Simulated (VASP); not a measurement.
Input of a VASP 6.6.1 run:

The input POSCAR:

```
MgB2H8
1.0
    0.0000000000      5.5792138200      5.8649906700
    5.0691674500      0.0000000000      5.8649906700
    5.0691674500      5.5792138200      0.0000000000
Mg B H
2 4 16
Direct
    0.2500000000      0.2500000000      0.2500000000
    0.0000000000      0.0000000000      0.0000000000
    0.1420038000      0.6204927400      0.0828185400
    0.6204927400      0.1420038000      0.1546849200
    0.1546849200      0.0828185400      0.6204927400
    0.0828185400      0.1546849200      0.1420038000
    0.2377503400      0.7127988100      0.0568810300
    0.7127988100      0.2377503400      0.9925698200
    0.9925698200      0.0568810300      0.7127988100
    0.0568810300      0.9925698200      0.2377503400
    0.0695962600      0.5540821400      0.2732008100
    0.5540821400      0.0695962600      0.1031207900
    0.1031207900      0.2732008100      0.5540821400
    0.2732008100      0.1031207900      0.0695962600
    0.9936461000      0.7296285900      0.0216542100
    0.7296285900      0.9936461000      0.2550711000
    0.2550711000      0.0216542100      0.7296285900
    0.0216542100      0.2550711000      0.9936461000
    0.2675933700      0.4852039400      0.9797838900
    0.4852039400      0.2675933700      0.2674188000
    0.2674188000      0.9797838900      0.4852039400
    0.9797838900      0.2674188000      0.2675933700
```

The input INCAR.step1:

```
PREC = Accurate
ENCUT = 520
ISMEAR = -1
SIGMA = 0.02
LREAL = Auto
LASPH = True
NELM = 100
NBANDS = 33
GGA = PE
ALGO = Normal
EDIFF = 1E-4
LWAVE = True
LCHARG = False
```

Contents of INCAR.step2:

```
PREC = Accurate
ENCUT = 520
EDIFF = 1E-8
ISMEAR = -1
SIGMA = 0.02
LREAL = Auto
LASPH = True
NELM = 100
ALGO = Normal
ISIF = 2
LWAVE = False
LCHARG = False
METAGGA = R2SCAN
LMIXTAU = True
LEFG = True
NBANDS = 33
ISTART = 1
```

Contents of KPOINTS:

```
regular mesh
0
Gamma
  4 4 4
```

Potentials or basis: VASP PAW PBE potentials, release 64 (Mg, B, H).

Launch:

```sh
$ cat potpaw_PBE.64/Mg/POTCAR potpaw_PBE.64/B/POTCAR potpaw_PBE.64/H/POTCAR > POTCAR
$ cp INCAR.step1 INCAR
$ mpirun -np 1 vasp_std > vasp.out
$ cp INCAR.step2 INCAR
$ mpirun -np 1 vasp_std > vasp.out
```

**Question.** Predict the band gap on the k mesh.

**Answer.** 7.43 eV, indirect (the least direct gap lies 1.3 meV higher).

**Question.** What does it give for the largest force?

**Answer.** 0.058 eV/Å.

**Question.** Estimate the pressure.

**Answer.** 0.1 GPa.

Electric field gradients, principal values (V/Å²):
```
atom   least   middle  greatest (by size)
1 Mg  -1.484   -2.583               4.068
2 Mg   2.215    2.684              -4.900
 3 B  -0.729   -1.771               2.500
 4 B  -0.729   -1.771               2.500
 5 B  -0.729   -1.771               2.500
 6 B  -0.729   -1.771               2.500
 7 H  -6.881  -10.756              17.637
 8 H  -6.882  -10.756              17.639
 9 H  -6.883  -10.755              17.638
10 H  -6.883  -10.754              17.638
11 H  -6.503  -10.760              17.263
12 H  -6.504  -10.759              17.262
13 H  -6.503  -10.760              17.264
14 H  -6.504  -10.758              17.263
15 H  -7.023  -10.742              17.764
16 H  -7.023  -10.742              17.765
17 H  -7.023  -10.741              17.764
18 H  -7.022  -10.742              17.764
19 H  -6.948  -10.857              17.805
20 H  -6.950  -10.855              17.805
21 H  -6.948  -10.856              17.804
22 H  -6.950  -10.854              17.804
```

Caveat: without QUAD_EFG the Cq values of the log hold for a quadrupole moment of 1 mb, not for the nuclei; the PAW data sets were made with another functional, which shifts forces and pressure a little. r2SCAN opens gaps a little over a GGA but as a rule still falls short of measured ones.
